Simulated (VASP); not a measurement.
HfN, 2 atoms in the cell. It takes space group F-43m (No. 216, cubic). Conventional cell: a = 4.517 Å, b = 4.517 Å, c = 4.517 Å, α = 90.00°, β = 90.00°, γ = 90.00°. Within 2.6 Å of Hf (site symmetry -43m) lie 4 N at 1.96 Å. Within 2.6 Å of N (site symmetry -43m) lie 4 Hf at 1.96 Å.  This cell differs from its parent crystal: strain -0.080 along x and y, -0.080 along z.

- Program: VASP 6.6.1
- Task: single point
- Functional: PBEsol
- Potentials or basis: VASP PAW PBE potentials, release 64 (Hf_pv, N)
- Cutoff: 520 eV
- k mesh: 16 × 16 × 16
- Occupations: gaussian, width 0.15 eV
- Spin: no spin polarisation
- Dipole correction: no
- Further INCAR settings: ALGO = Normal; EDIFF = 1e-07; NBANDS = 14

Potentials or basis: VASP PAW PBE potentials, release 64 (Hf_pv, N).

Run with:

```console
$ cat potpaw_PBE.64/Hf_pv/POTCAR potpaw_PBE.64/N/POTCAR > POTCAR
$ mpirun -np 1 vasp_std > vasp.out
```

Hardware: 1 thread of Intel(R) Xeon(R) 6975P-C (Granite Rapids), with other jobs on the host.

Estimate the wall time of this run.

Wall time 12 s on 1 thread of Intel(R) Xeon(R) 6975P-C (Granite Rapids), on a shared host, peak memory 0.17 GiB. Counts: scf iterations 13, k points 145.
